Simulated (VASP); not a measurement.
Here is a VASP 6.6.1 calculation.

File INCAR:

```
ALGO = Normal
EDIFF = 1E-8
ENCUT = 520
ISIF = 2
ISMEAR = 0
LASPH = T
LCALCEPS = T
LCHARG = F
LMIXTAU = T
LREAL = F
LWAVE = F
METAGGA = R2SCAN
NELM = 80
PREC = Accurate
SIGMA = 0.01
```

The input KPOINTS:

```
k-points
0
Gamma
  9 9 4
```

The input POSCAR:

```
AlN
1.0
    3.1066945029      0.0000000000      0.0000000000
   -1.5533472514      2.6904763613      0.0000000000
    0.0000000000      0.0000000000      4.9785885515
Al N
2 2
Direct
    0.3333333333      0.6666666667     -0.0007956040
    0.6666666667      0.3333333333      0.4992043960
    0.3333333333      0.6666666667      0.3807956040
    0.6666666667      0.3333333333      0.8807956040
```

Potentials or basis: VASP PAW PBE potentials, release 64 (Al, N).

The run is started by

```bash
$ cat potpaw_PBE.64/Al/POTCAR potpaw_PBE.64/N/POTCAR > POTCAR
$ mpirun -np 1 vasp_std > vasp.out
```

What does it give for the electronic dielectric tensor (diagonal)?

4.12, 4.12, 4.31.

Predict the Born charges (mean of the diagonal).

Al +2.55; N -2.55 e.

Estimate the band gap on the k mesh.

4.92 eV.

Born effective charge tensors (e):
atom 1, Al
```
2.50 0.00 0.00
0.00 2.50 0.00
0.00 0.00 2.65
```
atom 2, Al
```
2.50 0.00 0.00
0.00 2.50 0.00
0.00 0.00 2.65
```
atom 3, N
```
-2.50  0.00  0.00
 0.00 -2.50  0.00
 0.00  0.00 -2.65
```
atom 4, N
```
-2.50  0.00  0.00
 0.00 -2.50  0.00
 0.00  0.00 -2.65
```

Caveat: the PAW data sets were made with another functional, which shifts forces and pressure a little. r2SCAN opens gaps a little over a GGA but as a rule still falls short of measured ones.
